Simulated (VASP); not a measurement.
Write the native input for VASP 6.6.1 that does the following.

| Property | Result |
| --- | --- |
| Task | single point |
| Functional | PBE |
| Potentials or basis | VASP PAW PBE potentials, release 64 (Ce) |
| Cutoff | 520 eV |
| k mesh | 10 × 10 × 10 |
| Occupations | fermi-dirac, width 0.05 eV |
| Spin | collinear spin, ferromagnetic start |
| Starting moments | [1.0] μB |
| Dipole correction | no |
| Further INCAR settings | ALGO = Normal; EDIFF = 1e-06; NBANDS = 16 |

The structure of Ce lies in POSCAR:

```
Ce
1.0
   -1.9561684522      1.9561684522      1.9561684522
    1.9561684522     -1.9561684522      1.9561684522
    1.9561684522      1.9561684522     -1.9561684522
Ce
1
Direct
    0.0000000000      0.0000000000      0.0000000000
```

This cell differs from its parent crystal: volume scaled by 1.02.

These files were run (other wordings do the same):

INCAR

```
SYSTEM = Ce
PREC = Accurate
ENCUT = 520
EDIFF = 1E-6
ISMEAR = -1
SIGMA = 0.05
LREAL = .False.
LASPH = .True.
NELM = 150
ALGO = Normal
ISIF = 2
LWAVE = .False.
LCHARG = .False.
ISPIN = 2
MAGMOM = 1
LORBIT = 11
LMAXMIX = 6
GGA = PE
NBANDS = 16
```

KPOINTS

```
Automatic mesh
0
Gamma
  10 10 10
  0 0 0
```

Potentials or basis: VASP PAW PBE potentials, release 64 (Ce).

Command:

```sh
$ cat potpaw_PBE.64/Ce/POTCAR > POTCAR
$ mpirun -np 1 vasp_std > vasp.out
```

Results of the run:

* Pressure: -0.8 GPa
* Net moment: 1.18 μB per cell
* Site moments: Ce +0.91 μB
* Valence electrons inside the program's atomic spheres: Ce 9.79

Caveat: the magnetic or orbital state may not be the lowest.

Wall time 81 s on 1 thread of AMD EPYC 7R13 Processor (Zen 3), with other jobs on the host, peak memory 0.18 GiB.
